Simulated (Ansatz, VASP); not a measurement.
**One calculation of Se, two programs**

```xyz
6
Lattice="5.4274 3.1335 1.4802 -5.4274 3.1335 1.4802 0.0000 -6.2670 1.4802" Properties=species:S:1:pos:R:3 pbc="T T T"
Se    0.7317    4.2567    2.3849
Se    3.3206   -2.7620    2.3849
Se   -4.0522   -1.4947    2.3849
Se   -0.7317   -4.2567    2.0558
Se   -3.3206    2.7620    2.0558
Se    4.0522    1.4947    2.0558
```

Alike in both runs: functional PBE; dispersion D3(BJ); k mesh 9 × 9 × 9; occupations gaussian, width 0.02 eV; no spin polarisation.

Ansatz relaxed the structure, and its values are those at the end. VASP's run is a single point on that final structure, the one shown.

```csv
,VASP,Ansatz
version,VASP 6.6.1,Ansatz 0.2.0
potentials or method,"VASP PAW PBE potentials, release 64 (Se), cutoff 520 eV","scalar-relativistic, plane waves, PAW"
valence electrons in the cell,36,96
```

Ansatz gave:

| Quantity | Value |
| --- | --- |
| gap on the k mesh at the Fermi level (eV) | 0.99 |
| least direct gap on the mesh (eV) | 1.05 |
| pressure (GPa) | 0.0 |
| rms of the force components (eV/Å) | 0.002 |

**Question.** What did VASP give for the same quantities?

**Answer.** gap on the k mesh at the Fermi level (eV): 0.99; least direct gap on the mesh (eV): 1.04; pressure (GPa): 0.1; rms of the force components (eV/Å): 0.011.

VASP's potentials hold 36 valence electrons a cell and Ansatz's 96, so a difference there can come from the potentials and not from the codes.
